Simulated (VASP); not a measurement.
Wanted: the native input for a VASP 6.6.1 run.

- Task: single point
- Functional: PBE
- Potentials or basis: VASP PAW PBE potentials, release 64 (O, Mg, S)
- Cutoff: 520 eV
- k mesh: 4 × 4 × 4
- Occupations: gaussian, width 0.01 eV
- Spin: no spin polarisation
- Dipole correction: no
- Further INCAR settings: ALGO = Normal; EDIFF = 1e-06; NBANDS = 16

The structure of Mg2SO lies in POSCAR:

```
Mg2SO
1.0
    3.4083939438      0.0000000000      0.0000000000
    0.0000000000      3.4083939438      0.0000000000
    0.0000000000      0.0000000000      4.7611186781
O Mg S
1 2 1
Direct
    0.0000000000      0.0000000000      0.0000000000
    0.0000000000      0.0000000000      0.5000000000
    0.5000000000      0.5000000000      0.0000000000
    0.5000000000      0.5000000000      0.5000000000
```

One way to write it, as run:

INCAR

```
SYSTEM = Mg2SO
PREC = Accurate
ENCUT = 520
EDIFF = 1E-6
ISMEAR = 0
SIGMA = 0.01
LREAL = .FALSE.
LASPH = .TRUE.
NELM = 100
ALGO = Normal
ISIF = 2
LWAVE = .FALSE.
LCHARG = .TRUE.
GGA = PE
LELF = .TRUE.
LVHAR = .TRUE.
NBANDS = 16
```

KPOINTS

```
regular mesh
0
G
  4 4 4
  0 0 0
```

Potentials or basis: VASP PAW PBE potentials, release 64 (O, Mg, S).

Launch:

```sh
$ cat potpaw_PBE.64/O/POTCAR potpaw_PBE.64/Mg/POTCAR potpaw_PBE.64/S/POTCAR > POTCAR
$ mpirun -np 1 vasp_std > vasp.out
```

It gave:

```yaml
Pressure: 2.1 GPa
Band_gap_on_the_k_mesh: 3.17 eV, direct
```

Caveat: the k points lie up to 0.46 Å⁻¹ apart.

It took 20 s on 1 thread of Intel(R) Xeon(R) Platinum 8259CL CPU @ 2.50GHz (Skylake/Cascade Lake), on a shared host, peak memory 0.17 GiB.
